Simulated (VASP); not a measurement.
Wanted: the native input for a VASP 6.6.1 run.

| Item | Value |
| --- | --- |
| Task | single point |
| Functional | PBEsol |
| Potentials or basis | VASP PAW PBE potentials, release 64 (Ta_pv, Si) |
| Cutoff | 520 eV |
| k mesh | 12 × 12 × 6 |
| Occupations | gaussian, width 0.15 eV |
| Spin | no spin polarisation |
| Dipole correction | no |
| Further INCAR settings | ALGO = Normal; EDIFF = 1e-06; NBANDS = 38 |

The structure of TaSi2 lies in POSCAR:

```
TaSi2
1.0
    4.7608595394      0.0000000000      0.0000000000
   -2.3804297697      4.1230253050      0.0000000000
    0.0000000000      0.0000000000      6.5557841079
Ta Si
3 6
Direct
    0.5000000000      0.0000000000      0.5000000000
    0.5000000000      0.5000000000      0.8333333333
    0.0000000000      0.5000000000      0.1666666667
    0.1592675424      0.3185350849      0.5000000000
    0.8407324576      0.1592675424      0.8333333333
    0.6814649151      0.8407324576      0.1666666667
    0.8407324576      0.6814649151      0.5000000000
    0.1592675424      0.8407324576      0.8333333333
    0.3185350849      0.1592675424      0.1666666667
```

One way to write it, as run:

INCAR

```
SYSTEM = TaSi2
  PREC = Accurate
  ENCUT = 520
  EDIFF = 1E-6
  ISMEAR = 0
  SIGMA = 0.15
  LREAL = .False.
  LASPH = .True.
  NELM = 80
  ALGO = Normal
  ISIF = 2
  LWAVE = .False.
  LCHARG = .True.
  GGA = PS
  LELF = .True.
  LVHAR = .True.
  NBANDS = 38
```

KPOINTS

```
Automatic mesh
0
Gamma
  12 12 6
  0 0 0
```

Potentials or basis: VASP PAW PBE potentials, release 64 (Ta_pv, Si).

The run is started by

```sh
$ cat potpaw_PBE.64/Ta_pv/POTCAR potpaw_PBE.64/Si/POTCAR > POTCAR
$ mpirun -np 1 vasp_std > vasp.out
```

It gave:

```json
{
  "Pressure": "0.3 GPa",
  "Largest force": "0.006 eV/Å",
  "Band gap on the k mesh": "zero (an odd number of electrons rules out a gap without spin polarisation)"
}
```

Caveat: the PAW data sets were made with another functional, which shifts forces and pressure a little; spin-orbit coupling is left out, which moves the levels of the heavy elements.

Wall time 2.8 min on 1 thread of Intel(R) Xeon(R) 6975P-C (Granite Rapids) (shared host), peak memory 0.43 GiB.
